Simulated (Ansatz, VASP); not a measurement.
**One calculation of AsO, two programs**

```
As O
1.0
     2.87323    0.00000    0.00000
     0.00000    2.87323    0.00000
     0.00000    0.00000    3.69483
As O
1 1
Direct
  0.00000 0.00000 0.50000
  0.00000 0.00000 0.00000
```

Alike in both runs: functional PBE; k mesh 6 × 6 × 6; occupations gaussian, width 0.1 eV; no spin polarisation.

Ansatz relaxed the structure, and its values are those at the end. VASP's run is a single point on that final structure, the one shown.

|  | VASP | Ansatz |
| --- | --- | --- |
| version | VASP 6.6.1 | Ansatz 0.2.0 |
| potentials or method | VASP PAW PBE potentials, release 64 (As, O), cutoff 520 eV | scalar-relativistic, plane waves, PAW |
| valence electrons in the cell | 11 | 21 |

```tsv
	VASP	Ansatz	Ansatz less VASP
gap on the k mesh at the Fermi level (eV)	none	none	-
pressure (GPa)	0.5	0.0	-0.51
```

A gap of «none» marks a metal or a gap that the smearing closes. With one functional, cell and mesh, what is left measures potentials, basis and numerics. VASP's potentials hold 11 valence electrons a cell and Ansatz's 21, so a difference there can come from the potentials and not from the codes.

The k mesh is coarse, so the values compare programs but aren't converged.
